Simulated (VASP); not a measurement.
# C (Fd-3m) in VASP: a series of runs

Runs on C. Level: r2SCAN. Tasks: single point.

Everything below comes from runs of VASP 6.6.1. Logs are shortened: lines on timing, memory, paths and dates and some standing lists are left out, and cuts for length are marked.

### 1 The cell of the first run

Symmetry: Fd-3m, No. 227, cubic system. Conventional cell: a = 3.305 Å, b = 3.305 Å, c = 3.305 Å, α = 90.00°, β = 90.00°, γ = 90.00°. C (site symmetry -43m) has 4 C at 1.43 Å within 1.9 Å.

### 2 Single point, r2SCAN (volume scaled by 0.800)

Contents of POSCAR:

```
C
1.0
    0.0000000000      1.6525002149      1.6525002149
    1.6525002149      0.0000000000      1.6525002149
    1.6525002149      1.6525002149      0.0000000000
C
2
Direct
    0.0000000000      0.0000000000      0.0000000000
    0.2500000000      0.2500000000      0.2500000000
```

Contents of INCAR.step1:

```
SYSTEM = C
PREC = Accurate
ENCUT = 520
ISMEAR = 0
SIGMA = 0.05
LREAL = .FALSE.
LASPH = .TRUE.
NELM = 80
NBANDS = 11
GGA = PE
ALGO = Normal
EDIFF = 1E-4
LWAVE = .TRUE.
LCHARG = .FALSE.
```

Contents of INCAR.step2:

```
SYSTEM = C
PREC = Accurate
ENCUT = 520
EDIFF = 1E-7
ISMEAR = 0
SIGMA = 0.05
LREAL = .FALSE.
LASPH = .TRUE.
NELM = 80
ALGO = Normal
ISIF = 2
LWAVE = .FALSE.
LCHARG = .FALSE.
METAGGA = R2SCAN
LMIXTAU = .TRUE.
NBANDS = 11
ISTART = 1
```

Contents of KPOINTS:

```
Automatic mesh
0
G
  12 12 12
  0 0 0
```

Potentials or basis: VASP PAW PBE potentials, release 64 (C).

On the command line:

```bash
$ cat potpaw_PBE.64/C/POTCAR > POTCAR
$ cp INCAR.step1 INCAR
$ mpirun -np 1 vasp_std > vasp.out
$ cp INCAR.step2 INCAR
$ mpirun -np 1 vasp_std > vasp.out
```

OUTCAR:

```text
SYSTEM = C
   PREC = Accurate
   ENCUT = 520
   EDIFF = 1E-7
   ISMEAR = 0
   LREAL = .FALSE.
   LASPH = .TRUE.
   NELM = 80
   ISIF = 2
   METAGGA = R2SCAN
   ISTART = 1

 ion  position               nearest neighbor table
   1  0.000  0.000  0.000-   2 1.43   2 1.43   2 1.43   2 1.43
   2  0.250  0.250  0.250-   1 1.43   1 1.43   1 1.43   1 1.43

  LATTYP: Found a face centered cubic cell.
 ALAT       =     3.3050004298

  Lattice vectors:

 A1 = (   0.0000000000,   1.6525002149,   1.6525002149)
 A2 = (   1.6525002149,   0.0000000000,   1.6525002149)
 A3 = (   1.6525002149,   1.6525002149,   0.0000000000)

Analysis of symmetry for initial positions (statically):
=====================================================================
 Subroutine PRICEL returns:
 Original cell was already a primitive cell.

 Routine SETGRP: Setting up the symmetry group for a
 face centered cubic supercell.

 Subroutine GETGRP returns: Found 48 space group operations
 (whereof 24 operations were pure point group operations)
 out of a pool of 48 trial point group operations.

The static configuration has the point symmetry T_d .
 The point group associated with its full space group is O_h .

Analysis of symmetry for dynamics (positions and initial velocities):
=====================================================================
 Subroutine PRICEL returns:
 Original cell was already a primitive cell.

 Routine SETGRP: Setting up the symmetry group for a
 face centered cubic supercell.

 Subroutine GETGRP returns: Found 48 space group operations
 (whereof 24 operations were pure point group operations)
 out of a pool of 48 trial point group operations.

The dynamic configuration has the point symmetry T_d .
 The point group associated with its full space group is O_h .

 Subroutine INISYM returns: Found 48 space group operations
 (whereof 24 operations are pure point group operations),
 and found     1 'primitive' translations

----------------------------------------------------------------------------------------

                                     Primitive cell

  volume of cell :       9.0252

  direct lattice vectors                    reciprocal lattice vectors
     0.000000000  1.652500215  1.652500215    -0.302571821  0.302571821  0.302571821
     1.652500215  0.000000000  1.652500215     0.302571821 -0.302571821  0.302571821
     1.652500215  1.652500215  0.000000000     0.302571821  0.302571821 -0.302571821

  length of vectors
     2.336988216  2.336988216  2.336988216     0.524069768  0.524069768  0.524069768

  position of ions in fractional coordinates (direct lattice)
     0.000000000  0.000000000  0.000000000
     0.250000000  0.250000000  0.250000000

  ion indices of the primitive-cell ions
   primitive index   ion index
                 1           1
                 2           2

----------------------------------------------------------------------------------------

 KPOINTS: Automatic mesh

Automatic generation of k-mesh.
 Grid dimensions read from file:
 generate k-points for:   12   12   12

 Generating k-lattice:

  Cartesian coordinates                     Fractional coordinates (reciprocal lattice)
    -0.025214318  0.025214318  0.025214318     0.083333333  0.000000000  0.000000000
     0.025214318 -0.025214318  0.025214318     0.000000000  0.083333333  0.000000000
     0.025214318  0.025214318 -0.025214318     0.000000000  0.000000000  0.083333333

  Length of vectors
     0.043672481  0.043672481  0.043672481

  Shift w.r.t. Gamma in fractional coordinates (k-lattice)
     0.000000000  0.000000000  0.000000000

 Subroutine IBZKPT returns following result:
 ===========================================

 Found     72 irreducible k-points:

 Following reciprocal coordinates:
            Coordinates               Weight
  0.000000  0.000000  0.000000      1.000000
  0.083333  0.000000  0.000000      8.000000
  0.166667  0.000000  0.000000      8.000000
  0.250000  0.000000  0.000000      8.000000
  0.333333  0.000000  0.000000      8.000000
  0.416667  0.000000  0.000000      8.000000
[... 16 lines left out ...]
  0.500000  0.166667  0.000000     24.000000
 -0.416667  0.166667  0.000000     24.000000
 [... further k-points ...]
   k-points           NKPTS =     72   k-points in BZ     NKDIM =     72   number of bands    NBANDS=     11
   number of dos      NEDOS =    301   number of ions     NIONS =      2
   total plane-waves  NPLWV =   5832
   dimension x,y,z NGX =    18 NGY =   18 NGZ =   18
   dimension x,y,z NGXF=    36 NGYF=   36 NGZF=   36
   ions per type =               2
   NGX,Y,Z   is equivalent  to a cutoff of  12.80, 12.80, 12.80 a.u.
   NGXF,Y,Z  is equivalent  to a cutoff of  25.61, 25.61, 25.61 a.u.
 SYSTEM =  C
   PREC   = accura    normal or accurate (medium, high low for compatibility)
   ISTART =      1    job   : 0-new  1-cont  2-samecut
   ICHARG =      0    charge: 1-file 2-atom 10-const
   ISPIN  =      1    spin polarized calculation?
   LNONCOLLINEAR =      F non collinear calculations
   LSORBIT =      F    spin-orbit coupling
   LASPH  =      T    aspherical Exc in radial PAW
   ENCUT  =  520.0 eV  38.22 Ry    6.18 a.u.   4.35  4.35  4.35*2*pi/ulx,y,z
   NELM   =     80;   NELMIN=  2; NELMDL=  0     # of ELM steps
   EDIFF  = 0.1E-06   stopping-criterion for ELM
   LREAL  =      F    real-space projection
   EDIFFG = 0.1E-05   stopping-criterion for IOM
   NSW    =      0    number of steps for IOM
   IBRION =     -1    ionic relax: 0-MD 1-quasi-New 2-CG
   NFREE  =      0    steps in history (QN), initial steepest desc. (CG)
   ISIF   =      2    stress and relaxation
   ISYM   =      2    0-nonsym 1-usesym 2-fastsym
   POTIM  = 0.5000    time-step for ionic-motion
   TEBEG  =    0.0;   TEEND  =   0.0 temperature during run
   PSTRESS=    0.0 pullay stress
   NELECT =       8.0000    total number of electrons
   NUPDOWN=      -1.0000    fix difference up-down
   EMIN   =  10.00;   EMAX   =-10.00  energy-range for DOS
   EFERMI =   0.00;   METHOD = LEGACY
   ISMEAR =     0;   SIGMA  =   0.05  broadening in eV -4-tet -1-fermi 0-gaus
   EFERMI_NEDOS =   21; number of points for ismear=-14 and -15
   IALGO  =     38    algorithm
   IMIX   =      4    mixing-type and parameters
     AMIX     =   0.40;   BMIX     =  1.00
     AMIX_MAG =   1.60;   BMIX_MAG =  1.00
  volume/ion in A,a.u.               =       4.51        30.45
  Fermi-wavevector in a.u.,A,eV,Ry     =   1.572606  2.971795 33.648434  2.473090
  Thomas-Fermi vector in A             =   2.674015
   LORBIT       =      0    0 simple, 1 ext, 2 COOP (PROOUT), +10 PAW based schemes
   METAGGA = R2SCAN    functional components
   LHFCALC =     F    Hartree Fock is set to
   AEXX    =    0.0000 exact exchange contribution
   IVDW    =     0    specifies the selected vdW correction
   LEPSILON=     F    determine dielectric tensor
   LRPA    =     F    only Hartree local field effects (RPA)
 non-spin polarized calculation
 Gauss-broadening in eV      SIGMA  =   0.05
  energy-cutoff  :      520.00
  volume of cell :        9.03
 maximum number of plane-waves:       259
 NGX is ok and might be reduce to    18
   NGX =  9   NGY =  9   NGZ =  9

 number of electron       8.0000003 magnetization

 Free energy of the ion-electron system (eV)
  ---------------------------------------------------
  ext. energy  EPLUGINS =         0.00000000
  ---------------------------------------------------
  free energy    TOTEN  =       -18.73738312 eV

  energy without entropy =      -18.73738312  energy(sigma->0) =      -18.73738312

 E-fermi :  13.5303     XC(G=0): -15.5558

 val. band max:       13.3308332003   @ k =   0.0000   0.0000   0.0000
 cond. band min:      18.2470426946   @ k =   0.3333   0.3333   0.0000
 fundamental gap:      4.9162094943
 Fermi energy:        13.5303407567

 k-point     1 :       0.0000    0.0000    0.0000
  band No.  band energies     occupation
      1     -12.7916      2.00000
      2      13.3308      2.00000
      3      13.3308      2.00000
      4      13.3308      2.00000
      5      19.7977      0.00000
      6      19.7977      0.00000
      7      19.7977      0.00000
      8      33.0171      0.00000
      9      37.1938      0.00000
     10      43.4346      0.00000
     11      43.4346      0.00000

 k-point     2 :       0.0833    0.0000    0.0000
  band No.  band energies     occupation
      1     -12.5583      2.00000
      2      11.7385      2.00000
      3      12.8873      2.00000
      4      12.8873      2.00000
      5      20.3773      0.00000
      6      20.3773      0.00000
      7      20.8933      0.00000
      8      32.9776      0.00000
      9      37.5566      0.00000
     10      40.9529      0.00000
     11      40.9529      0.00000

 k-point     3 :       0.1667    0.0000    0.0000
  band No.  band energies     occupation
      1     -11.8608      2.00000
      2       8.5701      2.00000
      3      11.9539      2.00000
      4      11.9539      2.00000
      5      21.5914      0.00000
      6      21.5914      0.00000
      7      22.6676      0.00000
      8      32.8664      0.00000
      9      38.3180      0.00000
     10      39.0231      0.00000
     11      39.0231      0.00000

 k-point     4 :       0.2500    0.0000    0.0000
  band No.  band energies     occupation
      1     -10.7051      2.00000
      2       5.0771      2.00000
      3      11.0172      2.00000
      4      11.0172      2.00000
      5      22.6367      0.00000
      6      22.6367      0.00000
      7      24.1196      0.00000
      8      32.6837      0.00000
      9      38.6560      0.00000
     10      38.6560      0.00000
     11      38.9317      0.00000
[... 239 lines left out ...]
 k-point    22 :       0.4167    0.1667    0.0000
  band No.  band energies     occupation
      1      -7.6824      2.00000
      2       1.1928      2.00000
      3       7.9868      2.00000
      4       8.0067      2.00000
      5      21.1801      0.00000
      6      26.7613      0.00000
      7      27.6318      0.00000
      8      29.1355      0.00000
      9      38.9485      0.00000
     10      41.8986      0.00000
     11      45.5632      0.00000

 k-point    23 :       0.5000    0.1667    0.0000
  band No.  band energies     occupation
      1      -5.6300      2.00000
      2      -1.6697      2.00000
      3       7.0711      2.00000
      4       8.1158      2.00000
      5      21.6048      0.00000
      6      26.2898      0.00000
      7      28.3155      0.00000
      8      31.0353      0.00000
      9      37.8423      0.00000
     10      43.6070      0.00000
     11      44.8043      0.00000

 k-point    24 :      -0.4167    0.1667    0.0000
  band No.  band energies     occupation
      1      -4.9922      2.00000
      2      -2.4153      2.00000
      3       6.4281      2.00000
      4       8.6197      2.00000
      5      22.1466      0.00000
      6      25.6333      0.00000
      7      28.3915      0.00000
      8      32.6941      0.00000
      9      37.0178      0.00000
     10      41.4616      0.00000
     11      44.4703      0.00000

 [... further k-points ...]
[... 5 lines left out ...]
  --------------------------------------------------------------------------------------
  -------------------------------------------------------------------------------------
  Total        8.5878863      8.5878863      8.5878863      0.0000000      0.0000000     -0.0000000
  in kB     1524.5521924   1524.5521924   1524.5521924      0.0000000      0.0000000     -0.0000000
  external PRESSURE =    1524.5521924 kB  Pullay stress =       0.0000000 kB

 VOLUME and BASIS-vectors are now :
 -----------------------------------------------------------------------------
  energy-cutoff  :      520.00
  volume of cell :        9.03
      direct lattice vectors                 reciprocal lattice vectors
     0.000000000  1.652500215  1.652500215    -0.302571821  0.302571821  0.302571821
     1.652500215  0.000000000  1.652500215     0.302571821 -0.302571821  0.302571821
     1.652500215  1.652500215  0.000000000     0.302571821  0.302571821 -0.302571821

 POSITION                                       TOTAL-FORCE (eV/Angst)
 -----------------------------------------------------------------------------------
      0.00000      0.00000      0.00000         0.000000     -0.000000      0.000000
      0.82625      0.82625      0.82625        -0.000000      0.000000     -0.000000
 -----------------------------------------------------------------------------------
    total drift:                               -0.000000     -0.000000     -0.000000

  FREE ENERGIE OF THE ION-ELECTRON SYSTEM (eV)
  ---------------------------------------------------
  free  energy   TOTEN  =       -18.7373831168 eV

  energy  without entropy=      -18.7373831168  energy(sigma->0) =      -18.73738312
```

Wall time 18 s (1 thread of Intel Xeon 6975P-C, shared host); peak memory 0.12 GiB.

What came out:

```yaml
Free_energy: -18.7374 eV
Pressure: 152.5 GPa
Band_gap_on_the_k_mesh: 4.92 eV, indirect (least direct gap 6.47 eV)
```

Levels at points of the mesh, in eV from the valence-band top:
| k point | band 1 | band 2 | band 3 | band 4 | band 5 | band 6 | band 7 | band 8 |
| --- | --- | --- | --- | --- | --- | --- | --- | --- |
| (0.00, 0.00, 0.00) | -26.12 | 0.00 | 0.00 | 0.00 | 6.47 | 6.47 | 6.47 | 19.69 |
| (0.50, 0.00, 0.00) | -18.71 | -16.92 | -3.65 | -3.65 | 9.83 | 9.83 | 12.59 | 18.84 |
| (0.50, 0.50, 0.00) | -15.43 | -15.43 | -8.24 | -8.24 | 5.50 | 5.50 | 21.81 | 21.81 |

Caveat: the PAW data sets were made with another functional, which shifts forces and pressure a little.

### 3 Single point, r2SCAN (volume scaled by 0.840)

Contents of POSCAR:

```
C
1.0
    0.0000000000      1.6795951980      1.6795951980
    1.6795951980      0.0000000000      1.6795951980
    1.6795951980      1.6795951980      0.0000000000
C
2
Direct
    0.0000000000      0.0000000000      0.0000000000
    0.2500000000      0.2500000000      0.2500000000
```

Contents of INCAR.step1:

```
PREC     = Accurate       # precision mode
ENCUT    = 520            # plane-wave cutoff, eV
ISMEAR   = 0              # smearing method
SIGMA    = 0.05           # smearing width, eV
LREAL    = False          # projectors in reciprocal space
LASPH    = True           # aspherical terms in the spheres
NELM     = 60             # most SCF steps
NBANDS   = 11             # bands
GGA      = PE             # functional
ALGO     = Normal         # electronic algorithm
EDIFF    = 1E-4           # SCF threshold, eV
LWAVE    = True           # write WAVECAR
LCHARG   = False          # write CHGCAR
```

Contents of INCAR.step2:

```
PREC     = Accurate       # precision mode
ENCUT    = 520            # plane-wave cutoff, eV
EDIFF    = 1E-6           # SCF threshold, eV
ISMEAR   = 0              # smearing method
SIGMA    = 0.05           # smearing width, eV
LREAL    = False          # projectors in reciprocal space
LASPH    = True           # aspherical terms in the spheres
NELM     = 60             # most SCF steps
ALGO     = Normal         # electronic algorithm
ISIF     = 2              # what is computed and relaxed
LWAVE    = False          # write WAVECAR
LCHARG   = False          # write CHGCAR
METAGGA  = R2SCAN         # meta-GGA
LMIXTAU  = True         
NBANDS   = 11             # bands
ISTART   = 1
```

Contents of KPOINTS:

```
regular mesh
0
Gamma
  12 12 12
```

Potentials or basis: VASP PAW PBE potentials, release 64 (C).

On the command line:

```bash
$ cat potpaw_PBE.64/C/POTCAR > POTCAR
$ cp INCAR.step1 INCAR
$ mpirun -np 1 vasp_std > vasp.out
$ cp INCAR.step2 INCAR
$ mpirun -np 1 vasp_std > vasp.out
```

Run time: 13 s. Hardware: 1 thread of Intel Xeon 6975P-C, shared host; peak memory 0.12 GiB.

It converged, with:

```
Free energy            : -19.1055 eV
Pressure               : 109.6 GPa
Band gap on the k mesh : 4.79 eV, indirect (least direct gap 6.33 eV)
```

Levels at points of the mesh, in eV from the valence-band top:
```tsv
k point	band 1	band 2	band 3	band 4	band 5	band 6	band 7	band 8	band 9
(0.00, 0.00, 0.00)	-25.35	0.00	0.00	0.00	6.33	6.33	6.33	18.38	23.07
(0.50, 0.00, 0.00)	-18.27	-16.26	-3.50	-3.50	9.63	9.63	11.81	18.40	26.23
(0.50, 0.50, 0.00)	-15.01	-15.01	-7.88	-7.88	5.39	5.39	20.92	20.92	28.46
```

Caveat: the PAW data sets were made with another functional, which shifts forces and pressure a little. A k mesh can miss the band edges.
